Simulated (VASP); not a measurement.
# RbTi (CsCl type) (Pm-3m) in VASP: further runs, part 2 of 2

VASP 6.6.1. Earlier steps stand in the parts before.

## Step 3: Electric field gradients, PBEsol

The input, INCAR:

```
SYSTEM = RbTi
PREC = Accurate ; ENCUT = 520
EDIFF = 1E-8 ; ISMEAR = -1
SIGMA = 0.03 ; LREAL = .FALSE.
LASPH = .TRUE. ; NELM = 60
ALGO = Normal ; ISIF = 2
LWAVE = .FALSE. ; LCHARG = .FALSE.
GGA = PS ; LEFG = .TRUE.
NBANDS = 18
```

The input, KPOINTS:

```
regular mesh
0
G
  10 10 10
  0 0 0
```

The input, POSCAR:

```
RbTi
1.0
    4.0063785807      0.0000000000      0.0000000000
    0.0000000000      4.0063785807      0.0000000000
    0.0000000000      0.0000000000      4.0063785807
Rb Ti
1 1
Direct
    0.0000000000      0.0000000000      0.0000000000
    0.5000000000      0.5000000000      0.5000000000
```

Potentials or basis: VASP PAW PBE potentials, release 64 (Rb_sv, Ti_sv).

Run with:

```bash
cat potpaw_PBE.64/Rb_sv/POTCAR potpaw_PBE.64/Ti_sv/POTCAR > POTCAR
mpirun -np 1 vasp_std > vasp.out
```

OUTCAR:

```text
SYSTEM = RbTi
   PREC = Accurate
   ENCUT = 520
   EDIFF = 1E-8
   ISMEAR = -1
   LREAL = .FALSE.
   LASPH = .TRUE.
   NELM = 60
   ISIF = 2
   GGA = PS

 ion  position               nearest neighbor table
   1  0.000  0.000  0.000-   2 3.47   2 3.47   2 3.47   2 3.47   2 3.47   2 3.47   2 3.47   2 3.47

   2  0.500  0.500  0.500-   1 3.47   1 3.47   1 3.47   1 3.47   1 3.47   1 3.47   1 3.47   1 3.47

  LATTYP: Found a simple cubic cell.
 ALAT       =     4.0063785807

  Lattice vectors:

 A1 = (   4.0063785807,   0.0000000000,   0.0000000000)
 A2 = (   0.0000000000,   4.0063785807,   0.0000000000)
 A3 = (   0.0000000000,   0.0000000000,   4.0063785807)

Analysis of symmetry for initial positions (statically):
=====================================================================
 Subroutine PRICEL returns:
 Original cell was already a primitive cell.

 Routine SETGRP: Setting up the symmetry group for a
 simple cubic supercell.

 Subroutine GETGRP returns: Found 48 space group operations
 (whereof 48 operations were pure point group operations)
 out of a pool of 48 trial point group operations.

The static configuration has the point symmetry O_h .

Analysis of symmetry for dynamics (positions and initial velocities):
=====================================================================
 Subroutine PRICEL returns:
 Original cell was already a primitive cell.

 Routine SETGRP: Setting up the symmetry group for a
 simple cubic supercell.

 Subroutine GETGRP returns: Found 48 space group operations
 (whereof 48 operations were pure point group operations)
 out of a pool of 48 trial point group operations.

The dynamic configuration has the point symmetry O_h .

[... 157 lines left out ...]
      3     -30.8002      2.00000
      4     -30.8002      2.00000
      5     -24.2646      2.00000
      6      -8.2820      2.00000
[... 481 lines left out ...]
      5     -24.2366      2.00000
      6      -8.6566      2.00000
[... 10 lines left out ...]
     17       7.6308      0.00000
     18       7.6573      0.00000

 [... further k-points ...]

------------------------ aborting loop because EDIFF is reached ----------------------------------------

  FORCE on cell =-STRESS in cart. coord.  units (eV):
  Direction    XX          YY          ZZ          XY          YZ          ZX
  --------------------------------------------------------------------------------------
  -------------------------------------------------------------------------------------
  Total        0.0318337      0.0318337      0.0318337     -0.0000000     -0.0000000     -0.0000000
  in kB        0.7931247      0.7931247      0.7931247     -0.0000000     -0.0000000     -0.0000000
  external PRESSURE =       0.7931247 kB  Pullay stress =       0.0000000 kB

 VOLUME and BASIS-vectors are now :
 -----------------------------------------------------------------------------
  energy-cutoff  :      520.00
  volume of cell :       64.31
      direct lattice vectors                 reciprocal lattice vectors
     4.006378581  0.000000000  0.000000000     0.249601973  0.000000000  0.000000000
     0.000000000  4.006378581  0.000000000     0.000000000  0.249601973  0.000000000
     0.000000000  0.000000000  4.006378581     0.000000000  0.000000000  0.249601973

 POSITION                                       TOTAL-FORCE (eV/Angst)
 -----------------------------------------------------------------------------------
      0.00000      0.00000      0.00000         0.000000      0.000000      0.000000
      2.00319      2.00319      2.00319         0.000000      0.000000      0.000000
 -----------------------------------------------------------------------------------
    total drift:                                0.000000      0.000000      0.000000

  FREE ENERGIE OF THE ION-ELECTRON SYSTEM (eV)
  ---------------------------------------------------
  free  energy   TOTEN  =        -5.5161485484 eV

  energy  without entropy=       -5.5079095004  energy(sigma->0) =       -5.51202902

 Electric field gradients (V/A^2)
---------------------------------------------------------------------
 ion       V_xx      V_yy      V_zz      V_xy      V_xz      V_yz
---------------------------------------------------------------------
   1      -0.000    -0.000    -0.000    -0.000     0.000     0.000
   2      -0.000    -0.000    -0.000    -0.000     0.000    -0.000
---------------------------------------------------------------------

 Electric field gradients after diagonalization (V/A^2)
 (convention: |V_zz| > |V_xx| > |V_yy|)
----------------------------------------------------------------------
 ion       V_xx      V_yy      V_zz     asymmetry (V_yy - V_xx)/ V_zz
----------------------------------------------------------------------
   1      -0.000    -0.000    -0.000      -0.160
   2      -0.000    -0.000    -0.000      -0.118
----------------------------------------------------------------------

           NMR quadrupolar parameters

 Cq : quadrupolar parameter    Cq=e*Q*V_zz/h
 eta: asymmetry parameters     (V_yy - V_xx)/ V_zz
 Q  : nuclear electric quadrupole moment in mb (millibarn)
----------------------------------------------------------------------
 ion       Cq(MHz)       eta       Q (mb)
----------------------------------------------------------------------
   1      -0.000      -0.160       1.000
   2      -0.000      -0.118       1.000
----------------------------------------------------------------------
```

OSZICAR:

```text
N       E                     dE             d eps       ncg     rms          rms(c)
DAV:   1     0.185510047843E+03    0.18551E+03   -0.10466E+04  2016   0.115E+03
DAV:   2     0.123901294861E+02   -0.17312E+03   -0.16893E+03  2112   0.315E+02
DAV:   3    -0.599573692823E+01   -0.18386E+02   -0.18062E+02  3594   0.861E+01
DAV:   4    -0.705963069469E+01   -0.10639E+01   -0.10593E+01  2320   0.171E+01
DAV:   5    -0.712061743384E+01   -0.60987E-01   -0.60967E-01  2958   0.327E+00    0.101E+01
DAV:   6    -0.637291095105E+01    0.74771E+00   -0.30903E+01  2264   0.240E+01    0.722E+00
DAV:   7    -0.553404082848E+01    0.83887E+00   -0.11274E+01  2290   0.146E+01    0.298E+00
DAV:   8    -0.553985791216E+01   -0.58171E-02   -0.94294E-01  2216   0.458E+00    0.127E+00
DAV:   9    -0.551533736137E+01    0.24521E-01   -0.22742E-01  2222   0.240E+00    0.288E-01
DAV:  10    -0.551622770490E+01   -0.89034E-03   -0.58136E-03  2494   0.500E-01    0.771E-02
DAV:  11    -0.551615077599E+01    0.76929E-04   -0.12866E-03  2966   0.190E-01    0.379E-02
DAV:  12    -0.551614787935E+01    0.28966E-05   -0.67794E-05  2244   0.439E-02    0.139E-02
DAV:  13    -0.551614894128E+01   -0.10619E-05   -0.39569E-06  2330   0.163E-02    0.614E-03
DAV:  14    -0.551614854919E+01    0.39209E-06   -0.46809E-06  2778   0.105E-02    0.566E-04
DAV:  15    -0.551614854839E+01    0.80354E-09   -0.86049E-08  1966   0.169E-03
   1 F= -.55161485E+01 E0= -.55120290E+01  d E =-.823905E-02
```

Run time: 32 s. Hardware: 1 thread of Intel Xeon Platinum 8559C (Emerald Rapids), shared host; peak memory 0.2 GiB.

What came out:

```
Free energy                             : -5.5161 eV
Pressure                                : 0.1 GPa
Band gap on the k mesh                  : zero (an odd number of electrons rules out a gap without spin polarisation)
Largest electric field gradient by atom : under 0.05 V/Å² on every atom
```

Levels at points of the mesh, in eV from the Fermi level:
| k point | band 9 | band 10 | band 11 | band 12 | band 13 | band 14 |
| --- | --- | --- | --- | --- | --- | --- |
| (0.00, 0.00, 0.00) | -3.65 | -0.79 | -0.79 | 0.62 | 0.62 | 0.62 |
| (0.50, 0.00, 0.00) | -1.11 | -0.78 | -0.31 | 0.49 | 0.49 | 0.73 |
| (0.50, 0.50, 0.00) | -1.49 | -0.68 | 0.15 | 0.15 | 1.03 | 1.40 |
| (0.50, 0.50, 0.50) | 0.17 | 0.17 | 0.17 | 0.72 | 0.72 | 0.72 |

Caveat: the PAW data sets were made with another functional, which shifts forces and pressure a little.

## Step 4: Electric field gradients, PBEsol (32.80 Å³/atom)

This run uses another cell than the first one, of 32.80 Å³/atom.

The input, INCAR:

```
SYSTEM = RbTi
PREC     = Accurate       ! precision mode
ENCUT    = 520            ! plane-wave cutoff, eV
EDIFF    = 1E-8           ! SCF threshold, eV
ISMEAR   = -1             ! smearing method
SIGMA    = 0.03           ! smearing width, eV
LREAL    = .False.        ! projectors in reciprocal space
LASPH    = .True.         ! aspherical terms in the spheres
NELM     = 100            ! most SCF steps
ALGO     = Normal         ! electronic algorithm
ISIF     = 2              ! what is computed and relaxed
LWAVE    = .False.        ! write WAVECAR
LCHARG   = .False.        ! write CHGCAR
GGA      = PS             ! functional
LEFG     = .True.       
NBANDS   = 18             ! bands
```

The input, KPOINTS:

```
regular mesh
0
Gamma
  10 10 10
  0 0 0
```

The input, POSCAR:

```
RbTi
1.0
    4.0329116624      0.0000000000      0.0000000000
    0.0000000000      4.0329116624      0.0000000000
    0.0000000000      0.0000000000      4.0329116624
Rb Ti
1 1
Direct
    0.0000000000      0.0000000000      0.0000000000
    0.5000000000      0.5000000000      0.5000000000
```

Potentials or basis: VASP PAW PBE potentials, release 64 (Rb_sv, Ti_sv).

Run with:

```bash
cat potpaw_PBE.64/Rb_sv/POTCAR potpaw_PBE.64/Ti_sv/POTCAR > POTCAR
mpirun -np 1 vasp_std > vasp.out
```

OUTCAR:

```text
SYSTEM = RbTi
   PREC = Accurate
   ENCUT = 520
   EDIFF = 1E-8
   ISMEAR = -1
   LREAL = .False.
   LASPH = .True.
   NELM = 100
   ISIF = 2
   GGA = PS

 ion  position               nearest neighbor table
   1  0.000  0.000  0.000-   2 3.49   2 3.49   2 3.49   2 3.49   2 3.49   2 3.49   2 3.49   2 3.49

   2  0.500  0.500  0.500-   1 3.49   1 3.49   1 3.49   1 3.49   1 3.49   1 3.49   1 3.49   1 3.49

  LATTYP: Found a simple cubic cell.
 ALAT       =     4.0329116624

  Lattice vectors:

 A1 = (   4.0329116624,   0.0000000000,   0.0000000000)
 A2 = (   0.0000000000,   4.0329116624,   0.0000000000)
 A3 = (   0.0000000000,   0.0000000000,   4.0329116624)

Analysis of symmetry for initial positions (statically):
=====================================================================
 Subroutine PRICEL returns:
 Original cell was already a primitive cell.

 Routine SETGRP: Setting up the symmetry group for a
 simple cubic supercell.

 Subroutine GETGRP returns: Found 48 space group operations
 (whereof 48 operations were pure point group operations)
 out of a pool of 48 trial point group operations.

The static configuration has the point symmetry O_h .

Analysis of symmetry for dynamics (positions and initial velocities):
=====================================================================
 Subroutine PRICEL returns:
 Original cell was already a primitive cell.

 Routine SETGRP: Setting up the symmetry group for a
 simple cubic supercell.

 Subroutine GETGRP returns: Found 48 space group operations
 (whereof 48 operations were pure point group operations)
 out of a pool of 48 trial point group operations.

The dynamic configuration has the point symmetry O_h .

 Subroutine INISYM returns: Found 48 space group operations
 (whereof 48 operations are pure point group operations),
 and found     1 'primitive' translations

----------------------------------------------------------------------------------------

                                     Primitive cell

  volume of cell :      65.5928

  direct lattice vectors                    reciprocal lattice vectors
     4.032911662  0.000000000  0.000000000     0.247959808  0.000000000  0.000000000
     0.000000000  4.032911662  0.000000000     0.000000000  0.247959808  0.000000000
     0.000000000  0.000000000  4.032911662     0.000000000  0.000000000  0.247959808

  length of vectors
     4.032911662  4.032911662  4.032911662     0.247959808  0.247959808  0.247959808

  position of ions in fractional coordinates (direct lattice)
     0.000000000  0.000000000  0.000000000
     0.500000000  0.500000000  0.500000000

  ion indices of the primitive-cell ions
   primitive index   ion index
                 1           1
                 2           2

----------------------------------------------------------------------------------------

 KPOINTS: regular mesh

Automatic generation of k-mesh.
 Grid dimensions read from file:
 generate k-points for:   10   10   10

[... 70 lines left out ...]
   ISYM   =      2    0-nonsym 1-usesym 2-fastsym
   POTIM  = 0.5000    time-step for ionic-motion
   TEBEG  =    0.0;   TEEND  =   0.0 temperature during run
   PSTRESS=    0.0 pullay stress
   NELECT =      21.0000    total number of electrons
   NUPDOWN=      -1.0000    fix difference up-down
   EMIN   =  10.00;   EMAX   =-10.00  energy-range for DOS
   EFERMI =   0.00;   METHOD = LEGACY
   ISMEAR =    -1;   SIGMA  =   0.03  broadening in eV -4-tet -1-fermi 0-gaus
   EFERMI_NEDOS =   21; number of points for ismear=-14 and -15
   IALGO  =     38    algorithm
   IMIX   =      4    mixing-type and parameters
     AMIX     =   0.40;   BMIX     =  1.00
     AMIX_MAG =   1.60;   BMIX_MAG =  1.00
  volume/ion in A,a.u.               =      32.80       221.32
  Fermi-wavevector in a.u.,A,eV,Ry     =   1.119943  2.116385 17.065408  1.254272
  Thomas-Fermi vector in A             =   2.256586
   LORBIT       =      0    0 simple, 1 ext, 2 COOP (PROOUT), +10 PAW based schemes
   GGA     = PS    functional components
   LHFCALC =     F    Hartree Fock is set to
   AEXX    =    0.0000 exact exchange contribution
   IVDW    =     0    specifies the selected vdW correction
   LEPSILON=     F    determine dielectric tensor
   LRPA    =     F    only Hartree local field effects (RPA)
 non-spin polarized calculation
  energy-cutoff  :      520.00
  volume of cell :       65.59
 maximum number of plane-waves:      1791
 NGX is ok and might be reduce to    30
   NGX = 15   NGY = 15   NGZ = 15

 number of electron      20.9999998 magnetization

 Free energy of the ion-electron system (eV)
  ---------------------------------------------------
  ext. energy  EPLUGINS =         0.00000000
  ---------------------------------------------------
  free energy    TOTEN  =        -5.51566726 eV

  energy without entropy =       -5.50722199  energy(sigma->0) =       -5.51144463

 E-fermi :   2.8659     XC(G=0):  -8.8319

 val. band max:        2.8036271637   @ k =   0.3000   0.3000   0.3000
 cond. band min:       2.8712660306   @ k =   0.5000   0.3000   0.3000
 fundamental gap:      0.0676388669
 Fermi energy:         2.8659342460

 k-point     1 :       0.0000    0.0000    0.0000
  band No.  band energies     occupation
      1     -54.5875      2.00000
      2     -30.9285      2.00000
      3     -30.9285      2.00000
      4     -30.9285      2.00000
      5     -24.3685      2.00000
      6      -8.3931      2.00000
[... 481 lines left out ...]
      5     -24.3427      2.00000
      6      -8.7470      2.00000
[... 10 lines left out ...]
     17       7.4671      0.00000
     18       7.5156      0.00000

 [... further k-points ...]

------------------------ aborting loop because EDIFF is reached ----------------------------------------

  FORCE on cell =-STRESS in cart. coord.  units (eV):
  Direction    XX          YY          ZZ          XY          YZ          ZX
  --------------------------------------------------------------------------------------
  -------------------------------------------------------------------------------------
  Total       -0.0925817     -0.0925817     -0.0925817     -0.0000000     -0.0000000      0.0000000
  in kB       -2.2614118     -2.2614118     -2.2614118     -0.0000000     -0.0000000      0.0000000
  external PRESSURE =      -2.2614118 kB  Pullay stress =       0.0000000 kB

 VOLUME and BASIS-vectors are now :
 -----------------------------------------------------------------------------
  energy-cutoff  :      520.00
  volume of cell :       65.59
      direct lattice vectors                 reciprocal lattice vectors
     4.032911662  0.000000000  0.000000000     0.247959808  0.000000000  0.000000000
     0.000000000  4.032911662  0.000000000     0.000000000  0.247959808  0.000000000
     0.000000000  0.000000000  4.032911662     0.000000000  0.000000000  0.247959808

 POSITION                                       TOTAL-FORCE (eV/Angst)
 -----------------------------------------------------------------------------------
      0.00000      0.00000      0.00000         0.000000      0.000000      0.000000
      2.01646      2.01646      2.01646         0.000000      0.000000      0.000000
 -----------------------------------------------------------------------------------
    total drift:                                0.000000      0.000000      0.000000

  FREE ENERGIE OF THE ION-ELECTRON SYSTEM (eV)
  ---------------------------------------------------
  free  energy   TOTEN  =        -5.5156672641 eV

  energy  without entropy=       -5.5072219902  energy(sigma->0) =       -5.51144463

 Electric field gradients (V/A^2)
---------------------------------------------------------------------
 ion       V_xx      V_yy      V_zz      V_xy      V_xz      V_yz
---------------------------------------------------------------------
   1       0.000     0.000    -0.000    -0.000    -0.000    -0.000
   2       0.000     0.000     0.000     0.000    -0.000     0.000
---------------------------------------------------------------------

 Electric field gradients after diagonalization (V/A^2)
 (convention: |V_zz| > |V_xx| > |V_yy|)
----------------------------------------------------------------------
 ion       V_xx      V_yy      V_zz     asymmetry (V_yy - V_xx)/ V_zz
----------------------------------------------------------------------
   1       0.000     0.000    -0.000       0.200
   2       0.000     0.000     0.000      -0.096
----------------------------------------------------------------------

           NMR quadrupolar parameters

 Cq : quadrupolar parameter    Cq=e*Q*V_zz/h
 eta: asymmetry parameters     (V_yy - V_xx)/ V_zz
 Q  : nuclear electric quadrupole moment in mb (millibarn)
----------------------------------------------------------------------
 ion       Cq(MHz)       eta       Q (mb)
----------------------------------------------------------------------
   1      -0.000       0.200       1.000
   2       0.000      -0.096       1.000
----------------------------------------------------------------------
```

It took 33 s on 1 thread of Intel Xeon Platinum 8559C (Emerald Rapids), shared host; peak memory 0.2 GiB.

What came out:

```
Free energy                             : -5.5157 eV
Pressure                                : -0.2 GPa
Band gap on the k mesh                  : zero (an odd number of electrons rules out a gap without spin polarisation)
Largest electric field gradient by atom : under 0.05 V/Å² on every atom
```

Levels at points of the mesh, in eV from the Fermi level:
```tsv
k point	band 6	band 7	band 8	band 9	band 10	band 11	band 12	band 13	band 14	band 15
(0.00, 0.00, 0.00)	-11.26	-11.26	-11.26	-3.63	-0.76	-0.76	0.61	0.61	0.61	4.24
(0.50, 0.00, 0.00)	-11.81	-11.22	-11.22	-1.14	-0.78	-0.30	0.47	0.47	0.71	1.24
(0.50, 0.50, 0.00)	-11.68	-11.68	-11.16	-1.46	-0.67	0.15	0.15	1.00	1.35	1.89
(0.50, 0.50, 0.50)	-11.62	-11.62	-11.62	0.15	0.15	0.15	0.73	0.73	0.73	1.02
```

Caveat: the PAW data sets were made with another functional, which shifts forces and pressure a little.

The gap in the log of VASP goes by the Fermi energy; the results here count the filled bands.